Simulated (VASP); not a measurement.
# Bi2Te3 (R-3m) in VASP: further runs

The runs below take Bi2Te3 through single point, with LDA, PBE.

Everything below comes from runs of VASP 6.6.1. Logs are shortened: lines on timing, memory, paths and dates and some standing lists are left out, and cuts for length are marked.

**What was measured.**

From “Vacancy and Antisite-Induced Ferromagnetism in Liquid-Phase Exfoliated Bi2Te3”, 2024, arxiv:2412.10539, for a bulk crystal of Bi2Te3: band gap 0.17 eV.

The results are compared with them further down.

## Step 1: The cell of the first run

The structure is trigonal, space group R-3m (No. 166). Conventional cell: a = 4.354 Å, b = 4.354 Å, c = 29.869 Å, α = 90.00°, β = 90.00°, γ = 120.00°. Bi (site symmetry 3m) has 6 Te at 3.04 to 3.21 Å within 4.0 Å. Within 4.0 Å of Te (site symmetry 3m) lie 3 Bi at 3.04 Å and 3 Te at 3.57 Å. Within 4.5 Å of Te (site symmetry -3m) lie 6 Bi at 3.21 Å and 12 Te at 4.35 to 4.48 Å.

## Step 2: Single point, LDA

Contents of INCAR:

```
  ALGO = Normal
  EDIFF = 1E-6
  ENCUT = 520
  ISIF = 2
  ISMEAR = -1
  LASPH = T
  LCHARG = F
  LREAL = F
  LWAVE = F
  NBANDS = 32
  NELM = 60
  PREC = Accurate
  SIGMA = 0.05
```

Contents of KPOINTS:

```
k-points
0
Gamma
  7 7 7
```

Contents of POSCAR:

```
Bi2Te3
1.0
    2.1769968335      1.2568897078      9.9564362292
   -2.1769968335      1.2568897078      9.9564362292
    0.0000000000     -2.5137794157      9.9564362292
Bi Te
2 3
Direct
    0.5997747316      0.5997747316      0.5997747316
    0.4002252684      0.4002252684      0.4002252684
    0.7910165868      0.7910165868      0.7910165868
    0.2089834132      0.2089834132      0.2089834132
    0.0000000000      0.0000000000      0.0000000000
```

Potentials or basis: VASP PAW LDA potentials, release 64 (Bi_d, Te).

On the command line:

```bash
$ cat potpaw_LDA.64/Bi_d/POTCAR potpaw_LDA.64/Te/POTCAR > POTCAR
$ mpirun -np 1 vasp_std > vasp.out
```

OUTCAR:

```text
EDIFF = 1E-6
   ENCUT = 520
   ISIF = 2
   ISMEAR = -1
   LASPH = T
   LREAL = F
   NELM = 60
   PREC = Accurate

 ion  position               nearest neighbor table
   1  0.600  0.600  0.600-   4 3.04   4 3.04   4 3.04   5 3.21   5 3.21   5 3.21
   2  0.400  0.400  0.400-   3 3.04   3 3.04   3 3.04   5 3.21   5 3.21   5 3.21
   3  0.791  0.791  0.791-   2 3.04   2 3.04   2 3.04   4 3.57   4 3.57   4 3.57
   4  0.209  0.209  0.209-   1 3.04   1 3.04   1 3.04   3 3.57   3 3.57   3 3.57
   5  0.000  0.000  0.000-   1 3.21   2 3.21   1 3.21   1 3.21   2 3.21   2 3.21

  LATTYP: Found a trigonal (rhomboedric) cell.
 ALAT       =    10.2688708891
 COS(alpha) =     0.9101123134

  Lattice vectors:

 A1 = (   2.1769968335,   1.2568897078,   9.9564362292)
 A2 = (  -2.1769968335,   1.2568897078,   9.9564362292)
 A3 = (   0.0000000000,  -2.5137794157,   9.9564362292)

Analysis of symmetry for initial positions (statically):
=====================================================================
 Subroutine PRICEL returns:
 Original cell was already a primitive cell.

 Routine SETGRP: Setting up the symmetry group for a
 trigonal (rhombohedral) supercell.

 Subroutine GETGRP returns: Found 12 space group operations
 (whereof 12 operations were pure point group operations)
 out of a pool of 12 trial point group operations.

The static configuration has the point symmetry D_3d.

Analysis of symmetry for dynamics (positions and initial velocities):
=====================================================================
 Subroutine PRICEL returns:
 Original cell was already a primitive cell.

 Routine SETGRP: Setting up the symmetry group for a
 trigonal (rhombohedral) supercell.

 Subroutine GETGRP returns: Found 12 space group operations
 (whereof 12 operations were pure point group operations)
 out of a pool of 12 trial point group operations.

The dynamic configuration has the point symmetry D_3d.

 Subroutine INISYM returns: Found 12 space group operations
 (whereof 12 operations are pure point group operations),
 and found     1 'primitive' translations

----------------------------------------------------------------------------------------

                                     Primitive cell

  volume of cell :     163.4595

[... 92 lines left out ...]
   ENCUT  =  520.0 eV  38.22 Ry    6.18 a.u.  19.09 19.09 19.09*2*pi/ulx,y,z
   NELM   =     60;   NELMIN=  2; NELMDL= -5     # of ELM steps
   EDIFF  = 0.1E-05   stopping-criterion for ELM
   LREAL  =      F    real-space projection
   EDIFFG = 0.1E-04   stopping-criterion for IOM
   NSW    =      0    number of steps for IOM
   IBRION =     -1    ionic relax: 0-MD 1-quasi-New 2-CG
   NFREE  =      0    steps in history (QN), initial steepest desc. (CG)
   ISIF   =      2    stress and relaxation
   ISYM   =      2    0-nonsym 1-usesym 2-fastsym
   POTIM  = 0.5000    time-step for ionic-motion
   TEBEG  =    0.0;   TEEND  =   0.0 temperature during run
   PSTRESS=    0.0 pullay stress
   NELECT =      48.0000    total number of electrons
   NUPDOWN=      -1.0000    fix difference up-down
   EMIN   =  10.00;   EMAX   =-10.00  energy-range for DOS
   EFERMI =   0.00;   METHOD = LEGACY
   ISMEAR =    -1;   SIGMA  =   0.05  broadening in eV -4-tet -1-fermi 0-gaus
   EFERMI_NEDOS =   21; number of points for ismear=-14 and -15
   IALGO  =     38    algorithm
   IMIX   =      4    mixing-type and parameters
     AMIX     =   0.40;   BMIX     =  1.00
     AMIX_MAG =   1.60;   BMIX_MAG =  1.00
  volume/ion in A,a.u.               =      32.69       220.62
  Fermi-wavevector in a.u.,A,eV,Ry     =   1.088141  2.056288 16.109991  1.184051
  Thomas-Fermi vector in A             =   2.224316
   LORBIT       =      0    0 simple, 1 ext, 2 COOP (PROOUT), +10 PAW based schemes
   GGA     = CA    functional components
   LHFCALC =     F    Hartree Fock is set to
   AEXX    =    0.0000 exact exchange contribution
   IVDW    =     0    specifies the selected vdW correction
   LEPSILON=     F    determine dielectric tensor
   LRPA    =     F    only Hartree local field effects (RPA)
 non-spin polarized calculation
  energy-cutoff  :      520.00
  volume of cell :      163.46
 maximum number of plane-waves:      4422
 NGX is ok and might be reduce to    80
   NGX = 39   NGY = 39   NGZ = 39

 number of electron      48.0000002 magnetization

 Free energy of the ion-electron system (eV)
  ---------------------------------------------------
  ext. energy  EPLUGINS =         0.00000000
  ---------------------------------------------------
  free energy    TOTEN  =       -21.60628318 eV

  energy without entropy =      -21.60589279  energy(sigma->0) =      -21.60608798

 E-fermi :   6.5742     XC(G=0):  -9.7364

 val. band max:        6.5022195165   @ k =   0.0000   0.0000   0.0000
 cond. band min:       6.6405197161   @ k =   0.0000   0.0000   0.0000
 fundamental gap:      0.1383001996
 Fermi energy:         6.5742037928

 k-point     1 :       0.0000    0.0000    0.0000
  band No.  band energies     occupation
      1     -16.6844      2.00000
      2     -16.6844      2.00000
      3     -16.6825      2.00000
      4     -16.6825      2.00000
      5     -16.6690      2.00000
      6     -16.6675      2.00000
[... 829 lines left out ...]
     31      10.7606      0.00000
     32      10.8118      0.00000

 [... further k-points ...]

------------------------ aborting loop because EDIFF is reached ----------------------------------------

  FORCE on cell =-STRESS in cart. coord.  units (eV):
  Direction    XX          YY          ZZ          XY          YZ          ZX
  --------------------------------------------------------------------------------------
  -------------------------------------------------------------------------------------
  Total        0.1056857      0.1056857      0.1188958      0.0000000     -0.0000000      0.0000000
  in kB        1.0358977      1.0358977      1.1653788      0.0000000     -0.0000000      0.0000000
  external PRESSURE =       1.0790581 kB  Pullay stress =       0.0000000 kB

 VOLUME and BASIS-vectors are now :
 -----------------------------------------------------------------------------
  energy-cutoff  :      520.00
  volume of cell :      163.46
      direct lattice vectors                 reciprocal lattice vectors
     2.176996834  1.256889708  9.956436229     0.229674197  0.132602460  0.033479181
    -2.176996834  1.256889708  9.956436229    -0.229674197  0.132602460  0.033479181
     0.000000000 -2.513779416  9.956436229     0.000000000 -0.265204919  0.033479181

 POSITION                                       TOTAL-FORCE (eV/Angst)
 -----------------------------------------------------------------------------------
      0.00000     -0.00000     17.91486         0.000000     -0.000000      0.014770
      0.00000     -0.00000     11.95445         0.000000      0.000000     -0.014770
      0.00000     -0.00000     23.62712         0.000000     -0.000000      0.036482
      0.00000     -0.00000      6.24219         0.000000      0.000000     -0.036482
      0.00000      0.00000      0.00000         0.000000      0.000000      0.000000
 -----------------------------------------------------------------------------------
    total drift:                               -0.000000     -0.000000      0.000000

  FREE ENERGIE OF THE ION-ELECTRON SYSTEM (eV)
  ---------------------------------------------------
  free  energy   TOTEN  =       -21.6062831777 eV

  energy  without entropy=      -21.6058927881  energy(sigma->0) =      -21.60608798
```

OSZICAR:

```text
N       E                     dE             d eps       ncg     rms          rms(c)
DAV:   1     0.440057711274E+03    0.44006E+03   -0.21571E+04  2816   0.146E+03
DAV:   2     0.261639612749E+02   -0.41389E+03   -0.39725E+03  2968   0.383E+02
DAV:   3    -0.197819102782E+02   -0.45946E+02   -0.43715E+02  3640   0.138E+02
DAV:   4    -0.217846306167E+02   -0.20027E+01   -0.19941E+01  3136   0.309E+01
DAV:   5    -0.218800570656E+02   -0.95426E-01   -0.95414E-01  4168   0.678E+00    0.824E+00
DAV:   6    -0.216162825832E+02    0.26377E+00   -0.30412E-01  3800   0.438E+00    0.589E+00
DAV:   7    -0.216102105844E+02    0.60720E-02   -0.18335E-01  3640   0.195E+00    0.926E-01
DAV:   8    -0.216068935644E+02    0.33170E-02   -0.26904E-02  3184   0.999E-01    0.481E-01
DAV:   9    -0.216062700194E+02    0.62354E-03   -0.34261E-03  3496   0.366E-01    0.313E-01
DAV:  10    -0.216062914817E+02   -0.21462E-04   -0.76880E-04  3112   0.138E-01    0.632E-02
DAV:  11    -0.216062799919E+02    0.11490E-04   -0.54306E-05  3352   0.519E-02    0.289E-02
DAV:  12    -0.216062835176E+02   -0.35256E-05   -0.29059E-05  3312   0.215E-02    0.201E-02
DAV:  13    -0.216062831777E+02    0.33989E-06   -0.17814E-06  2296   0.747E-03
   1 F= -.21606283E+02 E0= -.21606088E+02  d E =-.390390E-03
```

Wall time 15 min (1 thread of Intel Xeon Platinum 8488C (Sapphire Rapids), shared host); peak memory 0.76 GiB.

What came out:

| Quantity | Value |
| --- | --- |
| Free energy | -21.6063 eV |
| Pressure | 0.1 GPa |
| Largest force | 0.036 eV/Å |
| Band gap on the k mesh | 0.14 eV |

Forces in eV/Å, atoms in the order of the input:
```
Bi   0.000  0.000  0.015
Bi   0.000  0.000 -0.015
Te   0.000  0.000  0.036
Te   0.000  0.000 -0.036
Te   0.000  0.000  0.000
```

Caveat: spin-orbit coupling is left out, which moves the levels of the heavy elements.

(Part 1 of 2 ends here.)
